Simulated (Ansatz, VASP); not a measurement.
# Si in VASP and in Ansatz

File INCAR:

```
ALGO = Normal
EDIFF = 1E-7
ENCUT = 520
GGA = PE
ISIF = 2
ISMEAR = 0
LASPH = T
LCHARG = T
LELF = T
LREAL = F
LVHAR = T
LWAVE = F
NBANDS = 13
NELM = 80
PREC = Accurate
SIGMA = 0.1
```

KPOINTS

```
k-points
0
Gamma
  6 6 6
```

Contents of POSCAR:

```
Si
1.0
    0.0000000000      3.1759473100      3.1759473100
    3.1759473100      0.0000000000      3.1759473100
    3.1759473100      3.1759473100      0.0000000000
Si
3
Direct
    0.2500000000      0.2500000000      0.2500000000
    0.5000000000      0.5000000000      0.5000000000
    0.7500000000      0.7500000000      0.7500000000
```

Input for Ansatz:

```yaml
crystal:
  lattice:
    - [0.0, 3.17594731, 3.17594731]
    - [3.17594731, 0.0, 3.17594731]
    - [3.17594731, 3.17594731, 0.0]
  atoms:
    - { symbol: Si, position: [0.25, 0.25, 0.25] }
    - { symbol: Si, position: [0.5, 0.5, 0.5] }
    - { symbol: Si, position: [0.75, 0.75, 0.75] }
basis:
  ecutwfc: 420
kpoints:
  mp_grid: { grid: [6, 6, 6] }
hamiltonian:
  xc: pbe
scf:
  occupations: { method: gaussian, width: 0.1 }
  lower_state_search: "off"
output:
  forces: true
  stress: true
  eigenvalues: true
```

Alike in both runs: task single point; functional PBE; k mesh 6 × 6 × 6; occupations gaussian, width 0.1 eV; no spin polarisation.

|  | VASP | Ansatz |
| --- | --- | --- |
| version | VASP 6.6.1 | Ansatz 0.2.0 |
| potentials or method | VASP PAW PBE potentials, release 64 (Si), cutoff 520 eV | scalar-relativistic, plane waves, PAW |
| valence electrons in the cell | 12 | 12 |

|  | VASP | Ansatz | Ansatz less VASP |
| --- | --- | --- | --- |
| gap on the k mesh at the Fermi level (eV) | none | none | - |
| pressure (GPa) | -10.9 | -10.9 | +0.01 |

A gap of «none» marks a metal or a gap that the smearing closes. The functional is the same, so the differences come from potentials, cutoffs and numerics.
